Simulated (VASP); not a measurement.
**C: single point with LDA**

C:

```
C
1.0
     0.00000    1.83640    1.88937
     1.57154    0.00000    1.88937
     1.57154    1.83640    0.00000
C
2
Direct
  0.50000 0.50000 0.50000
  0.75000 0.75000 0.75000
```

This cell differs from its parent crystal: strain +e along x and -e along y -0.0750, strain +e along z and -e/2 along x and y +0.0700.

| Quantity | Value |
| --- | --- |
| Program | VASP 6.6.1 |
| Task | single point |
| Functional | LDA |
| Potentials or basis | VASP PAW LDA potentials, release 64 (C_h) |
| Cutoff | 1300 eV |
| k mesh | 12 × 12 × 12 |
| Occupations | gaussian, width 0.05 eV |
| Spin | no spin polarisation |
| Dipole correction | no |
| Further INCAR settings | ALGO = Normal; EDIFF = 1e-06; NBANDS = 11 |

```json
{
  "Pressure": "5.8 GPa",
  "Band gap on the k mesh": "0.08 eV (least direct gap 3.09 eV)"
}
```

Stress tensor (GPa, compression positive):
```
 96.05   0.00   0.00
  0.00 -21.00   0.00
  0.00   0.00 -57.69
```

Levels at points of the mesh, in eV from the valence-band top:
```
           k point  band 1  band 2  band 3  band 4  band 5  band 6  band 7  band 8
(0.00, 0.00, 0.00)  -23.32   -2.51   -1.90    0.00    3.09    5.01    5.36   12.67
(0.50, 0.00, 0.00)  -17.11  -15.18   -5.71   -3.03    4.76    6.34   10.63   14.69
(0.50, 0.50, 0.00)  -15.42  -15.42   -6.67   -6.67    5.29    5.29   14.26   14.26
(0.50, 0.00, 0.50)  -14.98  -14.98   -7.08   -7.08    4.65    4.65   14.04   14.04
(0.00, 0.50, 0.50)  -12.38  -12.38   -9.54   -9.54    0.77    0.77   16.02   16.02
```

Wall time 71 s on 1 thread of Intel(R) Xeon(R) Platinum 8488C (Sapphire Rapids), on a shared host, peak memory 0.22 GiB.

Caveat: the cell differs from its parent crystal (strain +e along x and -e along y -0.0750, strain +e along z and -e/2 along x and y +0.0700); the stress differs along the axes, from -58 to 96 GPa. A k mesh can miss the band edges.
